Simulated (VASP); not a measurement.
Write the native input for VASP 6.6.1 that does the following.

```
Task                   : single point
Functional             : PBE
Potentials or basis    : VASP PAW PBE potentials, release 64 (Li_sv, Sn_d)
Cutoff                 : 520 eV
k mesh                 : 4 × 4 × 4
Occupations            : gaussian, width 0.1 eV
Spin                   : no spin polarisation
Dipole correction      : no
Further INCAR settings : ALGO = Fast; EDIFF = 1e-07; NBANDS = 40
```

The structure of LiSn2 lies in POSCAR:

```
LiSn2
1.0
    0.0000000000      4.0023392084      4.0023392084
    4.0023392084      0.0000000000      4.0023392084
    4.0023392084      4.0023392084      0.0000000000
Li Sn
2 4
Direct
    0.0000000000      0.0000000000      0.0000000000
    0.2500000000      0.2500000000      0.2500000000
    0.6250000000      0.6250000000      0.6250000000
    0.1250000000      0.6250000000      0.6250000000
    0.6250000000      0.6250000000      0.1250000000
    0.6250000000      0.1250000000      0.6250000000
```

One way to write it, as run:

INCAR

```
PREC = Accurate ; ENCUT = 520
EDIFF = 1E-7 ; ISMEAR = 0
SIGMA = 0.1 ; LREAL = False
LASPH = True ; NELM = 100
ALGO = Fast ; ISIF = 2
LWAVE = False ; LCHARG = False
GGA = PE ; NBANDS = 40
```

KPOINTS

```
Automatic mesh
0
Gamma
  4 4 4
```

Potentials or basis: VASP PAW PBE potentials, release 64 (Li_sv, Sn_d).

Command:

```bash
$ cat potpaw_PBE.64/Li_sv/POTCAR potpaw_PBE.64/Sn_d/POTCAR > POTCAR
$ mpirun -np 1 vasp_std > vasp.out
```

It gave:

| Quantity | Value |
| --- | --- |
| Band gap on the k mesh | zero (bands 31 and 32 overlap by 2.78 eV) |

Caveat: spin-orbit coupling is left out, which moves the levels of the heavy elements.

Run time: 2.8 min on 1 thread of Intel(R) Xeon(R) Platinum 8259CL CPU @ 2.50GHz (Skylake/Cascade Lake), on a shared host, peak memory 0.27 GiB.
